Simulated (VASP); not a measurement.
A run of VASP 6.6.1 is set up as follows.

The input INCAR:

```
  PREC = Accurate
  ENCUT = 600
  EDIFF = 1E-6
  ISMEAR = -1
  SIGMA = 0.05
  LREAL = False
  LASPH = True
  NELM = 60
  ALGO = Normal
  ISIF = 3
  LWAVE = False
  LCHARG = False
  GGA = B5
  ALDAX = 1.0
  AGGAX = 1.0
  AGGAC = 1.0
  ALDAC = 0.0
  IVDW = 12
  IBRION = 2
  NSW = 60
  EDIFFG = -0.01
  VDW_S6 = 1.0
  VDW_S8 = 2.6996
  VDW_A1 = 0.4298
  VDW_A2 = 4.2359
```

KPOINTS

```
regular mesh
0
Gamma
  13 13 8
```

File POSCAR:

```
C
1.0
    2.1273203072     -1.2282824400      0.0000000000
    2.1273203072      1.2282824400      0.0000000000
   -1.3790696309      0.0000000000      3.5028300786
C
2
Direct
    0.1666444700      0.1666444700      0.9999069600
    0.8333555300      0.8333555300      0.0000930400
```

Potentials or basis: VASP PAW PBE potentials, release 64 (C).

Command:

```bash
$ cat potpaw_PBE.64/C/POTCAR > POTCAR
$ mpirun -np 1 vasp_std > vasp.out
```

Task: Estimate the dispersion energy per atom.

Result: -0.307 eV.

Task: What does it give for the band gap on the k mesh?

Result: 0.59 eV, direct.

Task: What does it give for the space group after relaxing (to 0.05 Å)?

Result: R-3m (No. 166).

Task: What does it give for the relaxed cell?

Result: a = 2.470 Å, b = 2.470 Å, c = 3.542 Å, α = 109.90°, β = 109.90°, γ = 59.98°.

Forces in eV/Å, atoms in the order of the input:
```
C    0.008  0.000 -0.004
C   -0.008  0.000  0.004
```

Caveat: the PAW data sets were made with another functional, which shifts forces and pressure a little. A k mesh can miss the band edges.
